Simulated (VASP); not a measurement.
Write the native input for VASP 6.6.1 that does the following.

- Task: single point
- Functional: r2SCAN
- Potentials or basis: VASP PAW PBE potentials, release 64 (Ta_pv, N)
- Cutoff: 520 eV
- k mesh: 10 × 10 × 4
- Occupations: fermi-dirac, width 0.05 eV
- Spin: no spin polarisation
- Dipole correction: no
- Further INCAR settings: ALGO = Normal; EDIFF = 1e-07; NBANDS = 27

Crystal: Ta3N.

```xyz
4
Lattice="2.9703 0.0000 0.0000 -1.4852 2.5724 0.0000 0.0000 0.0000 7.3705" Properties=species:S:1:pos:R:3 pbc="T T T"
Ta    1.4852    0.8575    6.0886
Ta    0.0000    1.7149    1.2820
Ta    0.0000    0.0000    3.6853
N     0.0000    0.0000    0.0000
```

One way to write it, as run:

POSCAR

```
Ta3N
1.0
    2.9703244971      0.0000000000      0.0000000000
   -1.4851622486      2.5723764720      0.0000000000
    0.0000000000      0.0000000000      7.3705400853
Ta N
3 1
Direct
    0.6666666667      0.3333333333      0.8260700000
    0.3333333333      0.6666666667      0.1739300000
    0.0000000000      0.0000000000      0.5000000000
    0.0000000000      0.0000000000      0.0000000000
```

INCAR.step1

```
SYSTEM = Ta3N
PREC = Accurate
ENCUT = 520
ISMEAR = -1
SIGMA = 0.05
LREAL = .FALSE.
LASPH = .TRUE.
NELM = 100
NBANDS = 27
GGA = PE
ALGO = Normal
EDIFF = 1E-4
LWAVE = .TRUE.
LCHARG = .FALSE.
```

INCAR.step2

```
SYSTEM = Ta3N
PREC = Accurate
ENCUT = 520
EDIFF = 1E-7
ISMEAR = -1
SIGMA = 0.05
LREAL = .FALSE.
LASPH = .TRUE.
NELM = 100
ALGO = Normal
ISIF = 2
LWAVE = .FALSE.
LCHARG = .FALSE.
METAGGA = R2SCAN
LMIXTAU = .TRUE.
NBANDS = 27
ISTART = 1
```

KPOINTS

```
Automatic mesh
0
G
  10 10 4
  0 0 0
```

Potentials or basis: VASP PAW PBE potentials, release 64 (Ta_pv, N).

Launch:

```bash
$ cat potpaw_PBE.64/Ta_pv/POTCAR potpaw_PBE.64/N/POTCAR > POTCAR
$ cp INCAR.step1 INCAR
$ mpirun -np 1 vasp_std > vasp.out
$ cp INCAR.step2 INCAR
$ mpirun -np 1 vasp_std > vasp.out
```

It gave:

* Pressure: 14.5 GPa
* Largest force: 0.423 eV/Å
* Band gap on the k mesh: zero (band 19 reaches 7.59 eV, above the bottom of band 20 at 6.85 eV)

Caveat: the PAW data sets were made with another functional, which shifts forces and pressure a little; spin-orbit coupling is left out, which moves the levels of the heavy elements.

Wall time 4.4 min on 1 thread of Intel(R) Xeon(R) 6975P-C (Granite Rapids) (shared host), peak memory 0.22 GiB.
